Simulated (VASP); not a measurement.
# RbBr (Fm-3m) in VASP: single point with LDA

Aim: the single point of RbBr with LDA.

All numbers are computed with VASP 6.6.1; they aren't measurements. Logs are shortened: lines on timing, memory, paths and dates and some standing lists are left out, and cuts for length are marked.

## Step 1: The cell of the first run

It takes space group Fm-3m (No. 225, cubic). The conventional cell has a = 6.855 Å, b = 6.855 Å, c = 6.855 Å, α = 90.00°, β = 90.00°, γ = 90.00°. Within 4.5 Å of Rb (site symmetry m-3m) lie 6 Br at 3.43 Å. Br (site symmetry m-3m) has 6 Rb at 3.43 Å within 4.5 Å.

## Step 2: Single point, LDA

INCAR

```
SYSTEM = RbBr
ALGO = Normal ; EDIFF = 1E-6
ENCUT = 520 ; GGA = CA
ISIF = 2 ; ISMEAR = 0
LASPH = .TRUE. ; LCHARG = .FALSE.
LREAL = .FALSE. ; LWAVE = .FALSE.
NBANDS = 15 ; NELM = 80
PREC = Accurate ; SIGMA = 0.05
```

KPOINTS

```
k-points
0
G
  6 6 6
  0 0 0
```

POSCAR

```
RbBr
1.0
    0.0000000000      3.4275000000      3.4275000000
    3.4275000000      0.0000000000      3.4275000000
    3.4275000000      3.4275000000      0.0000000000
Rb Br
1 1
Direct
    0.0000000000      0.0000000000      0.0000000000
    0.5000000000      0.5000000000      0.5000000000
```

Potentials or basis: VASP PAW LDA potentials, release 64 (Rb_sv, Br).

On the command line:

```sh
$ cat potpaw_LDA.64/Rb_sv/POTCAR potpaw_LDA.64/Br/POTCAR > POTCAR
$ mpirun -np 1 vasp_std > vasp.out
```

OUTCAR:

```text
SYSTEM = RbBr
   EDIFF = 1E-6
   ENCUT = 520
   GGA = CA
   ISIF = 2
   ISMEAR = 0
   LASPH = .TRUE.
   LREAL = .FALSE.
   NELM = 80
   PREC = Accurate

 ion  position               nearest neighbor table
   1  0.000  0.000  0.000-   2 3.43   2 3.43   2 3.43   2 3.43   2 3.43   2 3.43
   2  0.500  0.500  0.500-   1 3.43   1 3.43   1 3.43   1 3.43   1 3.43   1 3.43

  LATTYP: Found a face centered cubic cell.
 ALAT       =     6.8550000000

  Lattice vectors:

 A1 = (   0.0000000000,   3.4275000000,   3.4275000000)
 A2 = (   3.4275000000,   0.0000000000,   3.4275000000)
 A3 = (   3.4275000000,   3.4275000000,   0.0000000000)

Analysis of symmetry for initial positions (statically):
=====================================================================
 Subroutine PRICEL returns:
 Original cell was already a primitive cell.

 Routine SETGRP: Setting up the symmetry group for a
 face centered cubic supercell.

 Subroutine GETGRP returns: Found 48 space group operations
 (whereof 48 operations were pure point group operations)
 out of a pool of 48 trial point group operations.

The static configuration has the point symmetry O_h .

Analysis of symmetry for dynamics (positions and initial velocities):
=====================================================================
 Subroutine PRICEL returns:
 Original cell was already a primitive cell.

 Routine SETGRP: Setting up the symmetry group for a
 face centered cubic supercell.

 Subroutine GETGRP returns: Found 48 space group operations
 (whereof 48 operations were pure point group operations)
 out of a pool of 48 trial point group operations.

The dynamic configuration has the point symmetry O_h .

 Subroutine INISYM returns: Found 48 space group operations
 (whereof 48 operations are pure point group operations),
 and found     1 'primitive' translations

----------------------------------------------------------------------------------------

                                     Primitive cell

  volume of cell :      80.5309

  direct lattice vectors                    reciprocal lattice vectors
     0.000000000  3.427500000  3.427500000    -0.145878920  0.145878920  0.145878920
     3.427500000  0.000000000  3.427500000     0.145878920 -0.145878920  0.145878920
     3.427500000  3.427500000  0.000000000     0.145878920  0.145878920 -0.145878920

  length of vectors
[... 81 lines left out ...]
   POTIM  = 0.5000    time-step for ionic-motion
   TEBEG  =    0.0;   TEEND  =   0.0 temperature during run
   PSTRESS=    0.0 pullay stress
   NELECT =      16.0000    total number of electrons
   NUPDOWN=      -1.0000    fix difference up-down
   EMIN   =  10.00;   EMAX   =-10.00  energy-range for DOS
   EFERMI =   0.00;   METHOD = LEGACY
   ISMEAR =     0;   SIGMA  =   0.05  broadening in eV -4-tet -1-fermi 0-gaus
   EFERMI_NEDOS =   21; number of points for ismear=-14 and -15
   IALGO  =     38    algorithm
   IMIX   =      4    mixing-type and parameters
     AMIX     =   0.40;   BMIX     =  1.00
     AMIX_MAG =   1.60;   BMIX_MAG =  1.00
  volume/ion in A,a.u.               =      40.27       271.72
  Fermi-wavevector in a.u.,A,eV,Ry     =   0.955273  1.805204 12.415941  0.912546
  Thomas-Fermi vector in A             =   2.084095
   LORBIT       =      0    0 simple, 1 ext, 2 COOP (PROOUT), +10 PAW based schemes
   GGA     = CA    functional components
   LHFCALC =     F    Hartree Fock is set to
   AEXX    =    0.0000 exact exchange contribution
   IVDW    =     0    specifies the selected vdW correction
   LEPSILON=     F    determine dielectric tensor
   LRPA    =     F    only Hartree local field effects (RPA)
 non-spin polarized calculation
 Gauss-broadening in eV      SIGMA  =   0.05
  energy-cutoff  :      520.00
  volume of cell :       80.53
 maximum number of plane-waves:      2200
   NGX = 17   NGY = 17   NGZ = 17

 number of electron      15.9999999 magnetization

 Free energy of the ion-electron system (eV)
  ---------------------------------------------------
  ext. energy  EPLUGINS =         0.00000000
  ---------------------------------------------------
  free energy    TOTEN  =        -6.69412716 eV

  energy without entropy =       -6.69412716  energy(sigma->0) =       -6.69412716

 E-fermi :  -1.6675     XC(G=0):  -7.7361

 val. band max:       -1.9569133956   @ k =   0.0000   0.0000   0.0000
 cond. band min:       2.0017069467   @ k =   0.0000   0.0000   0.0000
 fundamental gap:      3.9586203424
 Fermi energy:        -1.6674928655

 k-point     1 :       0.0000    0.0000    0.0000
  band No.  band energies     occupation
      1     -26.2286      2.00000
      2     -14.1667      2.00000
      3     -10.3711      2.00000
      4     -10.3711      2.00000
      5     -10.3711      2.00000
      6      -1.9569      2.00000
      7      -1.9569      2.00000
      8      -1.9569      2.00000
      9       2.0017      0.00000
     10       5.0707      0.00000
     11       5.0707      0.00000
     12       5.0707      0.00000
     13       6.0159      0.00000
     14       6.0159      0.00000
[... 257 lines left out ...]
      2     -14.1320      2.00000
      3     -10.5392      2.00000
      4     -10.4790      2.00000
      5     -10.3784      2.00000
      6      -2.3989      2.00000
      7      -2.3947      2.00000
      8      -2.2362      2.00000
      9       4.0504      0.00000
     10       5.5958      0.00000
     11       5.7158      0.00000
     12       6.7445      0.00000
     13       7.8729      0.00000
     14       8.7587      0.00000
     15       9.1307      0.00000

------------------------ aborting loop because EDIFF is reached ----------------------------------------

  FORCE on cell =-STRESS in cart. coord.  units (eV):
  Direction    XX          YY          ZZ          XY          YZ          ZX
  --------------------------------------------------------------------------------------
  -------------------------------------------------------------------------------------
  Total       -0.6021619     -0.6021619     -0.6021619      0.0000000      0.0000000      0.0000000
  in kB      -11.9801292    -11.9801292    -11.9801292      0.0000000      0.0000000      0.0000000
  external PRESSURE =     -11.9801292 kB  Pullay stress =       0.0000000 kB

 VOLUME and BASIS-vectors are now :
 -----------------------------------------------------------------------------
  energy-cutoff  :      520.00
  volume of cell :       80.53
      direct lattice vectors                 reciprocal lattice vectors
     0.000000000  3.427500000  3.427500000    -0.145878920  0.145878920  0.145878920
     3.427500000  0.000000000  3.427500000     0.145878920 -0.145878920  0.145878920
     3.427500000  3.427500000  0.000000000     0.145878920  0.145878920 -0.145878920

 POSITION                                       TOTAL-FORCE (eV/Angst)
 -----------------------------------------------------------------------------------
      0.00000      0.00000      0.00000        -0.000000     -0.000000     -0.000000
      3.42750      3.42750      3.42750         0.000000      0.000000      0.000000
 -----------------------------------------------------------------------------------
    total drift:                                0.000000      0.000000      0.000000

  FREE ENERGIE OF THE ION-ELECTRON SYSTEM (eV)
  ---------------------------------------------------
  free  energy   TOTEN  =        -6.6941271581 eV

  energy  without entropy=       -6.6941271581  energy(sigma->0) =       -6.69412716
```

stdout:

```text
POSCAR found type information on POSCAR RbBr
 POSCAR found :  2 types and       2 ions
 scaLAPACK will be used
 LDA part: xc-table for (Slater(with rela. corr.)+CA(PZ))
 , standard interpolation
 POSCAR, INCAR and KPOINTS ok, starting setup
 FFT: planning ... GRIDC
 FFT: planning ... GRID_SOFT
 FFT: planning ... GRID
 WAVECAR not read
 entering main loop
```

It took 19 s on 1 thread of Intel Xeon Platinum 8259CL at 2.50GHz (Skylake/Cascade Lake), shared host; peak memory 0.18 GiB.

What came out:

- Free energy: -6.6941 eV
- Pressure: -1.2 GPa
- Band gap on the k mesh: 3.96 eV, direct
